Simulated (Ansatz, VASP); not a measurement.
Co in VASP and in Ansatz

File INCAR:

```
ALGO = Normal
EDIFF = 1E-7
ENCUT = 520
GGA = PE
ISIF = 2
ISMEAR = -1
ISPIN = 2
LASPH = True
LCHARG = False
LMAXMIX = 4
LORBIT = 11
LREAL = False
LWAVE = False
MAGMOM = 3 3
NBANDS = 20
NELM = 150
PREC = Accurate
SIGMA = 0.1
```

KPOINTS

```
k-points
0
Gamma
  13 13 13
```

POSCAR

```
Co
1.0
    3.5863000000      1.7931500000      1.7931500000
    1.7931500000      3.5863000000      1.7931500000
    1.7931500000      1.7931500000      3.5863000000
Co
2
Direct
    0.0000000000      0.0000000000      0.0000000000
    0.5000000000      0.5000000000      0.5000000000
```

Input for Ansatz:

```yaml
crystal:
  lattice:
    - [3.5863, 1.79315, 1.79315]
    - [1.79315, 3.5863, 1.79315]
    - [1.79315, 1.79315, 3.5863]
  atoms:
    - { symbol: Co, position: [0.0, 0.0, 0.0], spin: 3.0 }
    - { symbol: Co, position: [0.5, 0.5, 0.5], spin: 3.0 }
magnetization:
  spin_polarized: true
hamiltonian:
  xc: pbe
  pseudopotentials: { kind: paw }
basis:
  ecutwfc: 420
kpoints:
  mp_grid: { grid: [13, 13, 13] }
scf:
  occupations: { method: fermi_dirac, width: 0.1 }
  lower_state_search: "off"
output:
  forces: true
  stress: true
```

Alike in both runs: task single point; functional PBE; k mesh 13 × 13 × 13; occupations fermi-dirac, width 0.1 eV; collinear spin.

|  | VASP | Ansatz |
| --- | --- | --- |
| version | VASP 6.6.1 | Ansatz 0.2.0 |
| potentials or method | VASP PAW PBE potentials, release 64 (Co), cutoff 520 eV | PAW, plane waves, scalar-relativistic |
| valence electrons in the cell | 18 | 34 |

Ansatz gave:

| Property | Result |
| --- | --- |
| pressure (GPa) | -10.2 |
| traceless stress, the component that is largest in VASP (GPa) | 0.11 |
| net moment per atom (μB) | 1.68 |
| size of the moment on the site where the two differ most (μB) | 1.75 |

**Question.** Which values does VASP return?

**Answer.** Pressure (GPa): -10.6; traceless stress, the component that is largest in VASP (GPa): 0.11; net moment per atom (μB): 1.67; size of the moment on the site where the two differ most (μB): 1.70.

Site moments also hang on the region over which each program counts them. VASP's potentials hold 18 valence electrons a cell and Ansatz's 34, so a difference there can come from the potentials and not from the codes.
